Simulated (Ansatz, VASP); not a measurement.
**HfO2 in VASP and in Ansatz**

```xyz
12
Lattice="5.1129 0.0000 0.0000 0.0000 4.9026 0.0000 0.0000 0.0000 4.9299" Properties=species:S:1:pos:R:3 pbc="T T T"
Hf    4.9442    3.5913    3.6553
Hf    2.7252    3.5913    1.1903
Hf    2.3877    1.3113    3.6553
Hf    0.1688    1.3113    1.1903
O     3.2320    4.5528    4.3347
O     4.4374    4.5528    1.8698
O     1.1962    2.6468    2.4270
O     1.3603    2.6468    4.8920
O     3.9168    2.2558    4.8920
O     3.7526    2.2558    2.4270
O     0.6756    0.3498    4.3347
O     1.8809    0.3498    1.8698
```

Alike in both runs: task single point; functional r2SCAN; dispersion D4; k mesh 5 × 6 × 5; occupations fermi-dirac, width 0.05 eV; no spin polarisation.

```csv
,VASP,Ansatz
version,VASP 6.6.1,Ansatz 0.2.0
potentials or method,"VASP PAW PBE potentials, release 64 (Hf_pv, O)",Ansatz PAW
plane-wave cutoff (eV),520,500
valence electrons in the cell,88,152
```

Ansatz gave:

* gap on the k mesh at the Fermi level (eV): 5.23
* least direct gap on the mesh (eV): 5.43
* pressure (GPa): 22.2
* traceless stress, the component that is largest in VASP (GPa): 0.86
* rms of the force components (eV/Å): 0.159

What did VASP give for the same quantities?

gap on the k mesh at the Fermi level (eV): 5.19; least direct gap on the mesh (eV): 5.40; pressure (GPa): 18.1; traceless stress, the component that is largest in VASP (GPa): 0.86; rms of the force components (eV/Å): 0.131.

VASP's potentials were made for PBE, not for r2SCAN. Atom by atom the forces differ by 0.035 eV/Å (rms over components). VASP's potentials hold 88 valence electrons a cell and Ansatz's 152, so a difference there can come from the potentials and not from the codes.

Spin-orbit coupling is off throughout. Noted on Ansatz's run: odd divisions of the mesh miss points on the zone boundary, where band edges often lie, so the gap on the mesh can be too wide.
